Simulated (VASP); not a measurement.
The system is FePt (Tetraferroplatinum).

```
CELL_PARAMETERS angstrom
2.72350 0.00000 0.00000
0.00000 2.72350 0.00000
0.00000 0.00000 3.72000
ATOMIC_POSITIONS crystal
Pt 0.50000 0.50000 0.50000
Fe 0.00000 0.00000 0.00000
```

- Program: VASP 6.6.1
- Task: relaxation of cell and atoms
- Functional: BLYP
- Potentials or basis: VASP PAW PBE potentials, release 64 (Pt, Fe)
- Cutoff: 600 eV
- k mesh: 10 × 10 × 7
- Occupations: fermi-dirac, width 0.05 eV
- Spin: collinear spin, ferromagnetic start
- Starting moments: [0.0, 3.0] μB

At the start: pressure 14.9 GPa; volume 13.80 Å³/atom.

**Question.** How do energy, volume and symmetry change on relaxing?

**Answer.** Over 4 steps the energy falls by 44.3 meV/atom and the volume is 14.83 Å³/atom (+7.5 %); space group P4/mmm (No. 123, to 0.05 Å); moment 3.31 μB per cell.

The path:
```
step  energy change (eV)  largest force (eV/Å)  pressure (GPa)  volume (Å³)
   1              0.0000                0.0000           14.91        27.59
   2              0.0734                0.0000          -13.73        33.04
   3             -0.0885                0.0000           -0.38        29.72
   4             -0.0886                0.0000           -0.06        29.66
```

Final structure:
```xyz
2
Lattice="2.7899 0.0000 0.0000 0.0000 2.7899 0.0000 0.0000 0.0000 3.8110" Properties=species:S:1:pos:R:3 pbc="T T T"
Pt    1.3949    1.3949    1.9055
Fe    0.0000    0.0000    0.0000
```

Caveat: the PAW data sets were made with another functional, which shifts forces and pressure a little.
